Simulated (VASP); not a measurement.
# Si16HC16 (a cell with a defect) in VASP: notebook, part 3 of 3

VASP 6.6.1. The steps go on from the part before.

### Step 6. Single point, PBE

Contents of INCAR:

```
SYSTEM = Si16HC16
ALGO = Normal ; EDIFF = 1E-6
ENCUT = 520 ; GGA = PE
GGA_COMPAT = .FALSE. ; ISIF = 2
ISMEAR = -1 ; LASPH = .TRUE.
LCHARG = .FALSE. ; LREAL = Auto
LWAVE = .FALSE. ; NBANDS = 86
NELECT = 128.0 ; NELM = 120
PREC = Accurate ; SIGMA = 0.01
```

Contents of KPOINTS:

```
k-points
0
G
  1 1 1
  0 0 0
```

Contents of POSCAR:

```
Si16HC16
1.0
    6.1879230300      0.0000000600      0.0000000000
   -3.0939615600      5.3588985100      0.0000000000
    0.0000000000      0.0000000000     10.1287833600
Si C H
16 16 1
Direct
    0.3265750353      0.1596869168      0.9384156677
    0.1665873894      0.3274316516      0.4397245791
   -0.0020753564     -0.0048349488      0.6900921613
   -0.0019569854     -0.0047300765      0.1894146544
    0.3237218235      0.6583380846      0.9781965561
    0.1665888689      0.8316076488      0.4397763129
   -0.0027337498      0.4947326387      0.6885442952
   -0.0013075384      0.4955969954      0.1943423934
    0.8283158986      0.1581474157      0.9394821334
    0.6720502403      0.3321703063      0.4351487087
    0.5058367052      0.0083160690      0.6786795369
    0.4990683189     -0.0033199043      0.1948698012
    0.8282943064      0.6627449547      0.9394558716
    0.6683827719      0.8304437846      0.4382606323
    0.5058833289      0.4897288062      0.6783642967
    0.4990963184      0.4949711149      0.1949072193
    0.3329921829      0.1627647880      0.7482558103
    0.1640640713      0.3270188803      0.2506960520
   -0.0016538487     -0.0045882563      0.5031185700
   -0.0040604479     -0.0057495024     -0.0009495711
    0.3484826348      0.6702810237      0.7229656060
    0.1640510633      0.8295178537      0.2507263617
    0.0030209363      0.4977302695      0.5007869968
   -0.0073898141      0.4926232500      0.0020445693
    0.8307625332      0.1642837513      0.7509721286
    0.6698822388      0.3311439760      0.2474040475
    0.5034623974      0.0026563238      0.4933024849
    0.4930436675     -0.0074369816      0.0044277776
    0.8307427225      0.6588116837      0.7508808047
    0.6662469285      0.8294307033      0.2497041264
    0.5035389663      0.4932215016      0.4931037443
    0.4930448761      0.4933189098      0.0044732914
    0.4471613480      0.7173285641      0.8187959704
```

Potentials or basis: VASP PAW PBE potentials, release 64 (Si, C, H).

The run is started by

```sh
> cat potpaw_PBE.64/Si/POTCAR potpaw_PBE.64/C/POTCAR potpaw_PBE.64/H/POTCAR > POTCAR
> mpirun -np 1 vasp_gam > vasp.out
```

OUTCAR:

```text
SYSTEM = Si16HC16
   EDIFF = 1E-6
   ENCUT = 520
   GGA = PE
   ISIF = 2
   ISMEAR = -1
   LASPH = .TRUE.
   LREAL = Auto
   NELECT = 128.0
   NELM = 120
   PREC = Accurate

 ion  position               nearest neighbor table
   1  0.327  0.160  0.938-  20 1.88  28 1.91  32 1.91  17 1.93   3 3.07   9 3.08  13 3.08   4 3.09
                            13 3.11   9 3.11   5 3.12   5 3.12
   2  0.167  0.327  0.440-  31 1.88  19 1.89  23 1.89  18 1.91  15 3.03  16 3.05   6 3.07   8 3.07
                            10 3.08  14 3.08   4 3.10   3 3.10   7 3.10  14 3.11  10 3.11   6 3.12
   3  0.998  0.995  0.690-  17 1.89  19 1.89  25 1.90  29 1.90   1 3.07  11 3.09  15 3.09  13 3.09
                             9 3.09   7 3.09   7 3.09   6 3.10   2 3.10  14 3.10  15 3.10  11 3.11
[... 361 lines left out ...]
  external PRESSURE =       9.1483330 kB  Pullay stress =       0.0000000 kB

 VOLUME and BASIS-vectors are now :
 -----------------------------------------------------------------------------
  energy-cutoff  :      520.00
  volume of cell :      335.88
      direct lattice vectors                 reciprocal lattice vectors
     6.187923030  0.000000060  0.000000000     0.161605112  0.093302757  0.000000000
    -3.093961560  5.358898510  0.000000000    -0.000000002  0.186605511  0.000000000
     0.000000000  0.000000000 10.128783360     0.000000000  0.000000000  0.098728541

 POSITION                                       TOTAL-FORCE (eV/Angst)
 -----------------------------------------------------------------------------------
      1.52676      0.85575      9.50501         0.001638     -0.003218      0.011548
      0.01777      1.75467      4.45387         0.000403     -0.003765      0.007518
      3.09608      5.33299      6.98979        -0.001833     -0.003846      0.002810
      3.09649      5.33355      1.91854        -0.001993     -0.002975      0.004887
     -0.03371      3.52797      9.90794         0.005179      0.001221     -0.002169
     -1.54212      4.45650      4.45440        -0.000413     -0.002753      0.005703
[... 25 lines left out ...]
      1.52461      2.64365      0.04531         0.006611     -0.002716     -0.004331
      0.54761      3.84409      8.29341         0.040293      0.024088     -0.014483
 -----------------------------------------------------------------------------------
    total drift:                               -0.013288      0.093462     -0.010670

  FREE ENERGIE OF THE ION-ELECTRON SYSTEM (eV)
  ---------------------------------------------------
  free  energy   TOTEN  =      -231.6327032638 eV

  energy  without entropy=     -231.6327032638  energy(sigma->0) =     -231.63270326
```

OSZICAR:

```text
N       E                     dE             d eps       ncg     rms          rms(c)
DAV:   1     0.870282675102E+03    0.87028E+03   -0.65837E+04   172   0.142E+03
DAV:   2    -0.135959260969E+03   -0.10062E+04   -0.90097E+03   248   0.279E+02
DAV:   3    -0.264016867164E+03   -0.12806E+03   -0.12638E+03   208   0.939E+01
DAV:   4    -0.267473853072E+03   -0.34570E+01   -0.34471E+01   208   0.170E+01
DAV:   5    -0.267556340598E+03   -0.82488E-01   -0.82420E-01   216   0.278E+00    0.372E+01
DAV:   6    -0.232903591161E+03    0.34653E+02   -0.11360E+02   192   0.252E+01    0.162E+01
DAV:   7    -0.231737014436E+03    0.11666E+01   -0.97574E+00   216   0.780E+00    0.742E+00
DAV:   8    -0.231626378210E+03    0.11064E+00   -0.65604E-01   208   0.241E+00    0.194E+00
DAV:   9    -0.231628071188E+03   -0.16930E-02   -0.10701E-01   200   0.982E-01    0.385E-01
DAV:  10    -0.231631441156E+03   -0.33700E-02   -0.84341E-03   200   0.288E-01    0.195E-01
DAV:  11    -0.231632635847E+03   -0.11947E-02   -0.14767E-03   184   0.139E-01    0.615E-02
DAV:  12    -0.231632676860E+03   -0.41013E-04   -0.19231E-04   216   0.473E-02    0.313E-02
DAV:  13    -0.231632699891E+03   -0.23031E-04   -0.59151E-05   200   0.273E-02    0.878E-03
DAV:  14    -0.231632702408E+03   -0.25168E-05   -0.55253E-06   208   0.744E-03    0.415E-03
DAV:  15    -0.231632703264E+03   -0.85627E-06   -0.11240E-06   120   0.358E-03
   1 F= -.23163270E+03 E0= -.23163270E+03  d E =-.453364E-11
```

stdout:

```text
POSCAR found type information on POSCAR SiC H
 POSCAR found :  3 types and      33 ions
 scaLAPACK will be used
 LDA part: xc-table for (Slater+PW92), standard interpolation
 POSCAR, INCAR and KPOINTS ok, starting setup
 FFT: planning ... GRIDC
 FFT: planning ... GRID_SOFT
 FFT: planning ... GRID
 WAVECAR not read
 entering main loop
 the old and the new charge density differ
 old charge density:   129.00000 new  128.00000
    0.372E+01
```

It took 2.2 min on 1 thread of Intel Xeon 8259CL, shared host; peak memory 0.36 GiB.

Results:

| Item | Value |
| --- | --- |
| Free energy | -231.6327 eV |
| Largest force | 0.049 eV/Å |

Forces on the atoms (eV/Å):
```
Si   0.002 -0.003  0.012
Si   0.000 -0.004  0.008
Si  -0.002 -0.004  0.003
Si  -0.002 -0.003  0.005
Si   0.005  0.001 -0.002
Si   0.000 -0.003  0.006
Si   0.009  0.004  0.001
Si   0.001  0.000 -0.004
Si  -0.001 -0.004  0.009
Si  -0.004 -0.003  0.003
Si  -0.002 -0.005  0.002
Si   0.000 -0.004  0.003
Si   0.000 -0.001  0.011
Si  -0.002 -0.004  0.010
Si  -0.002 -0.004  0.003
Si  -0.003  0.001  0.001
C    0.000  0.005  0.002
C   -0.003  0.009 -0.006
C   -0.004  0.008 -0.012
C    0.005  0.004  0.006
C   -0.020 -0.022 -0.014
C    0.000  0.002 -0.005
C   -0.009 -0.004 -0.008
C    0.002  0.002 -0.002
C    0.000  0.003 -0.008
C   -0.016 -0.002  0.006
C    0.002 -0.004  0.001
C    0.002  0.007 -0.008
C   -0.005  0.007 -0.006
C    0.000  0.001 -0.002
C    0.000 -0.001  0.003
C    0.007 -0.003 -0.004
H    0.040  0.024 -0.014
```

Caveat: the k points lie up to 1.17 Å⁻¹ apart, too coarse for converged energies, forces and pressures; the cell carries a net charge on a neutralising background, which shifts energy and pressure; the cell is charged against a uniform background, so pressure and absolute levels hang on convention.
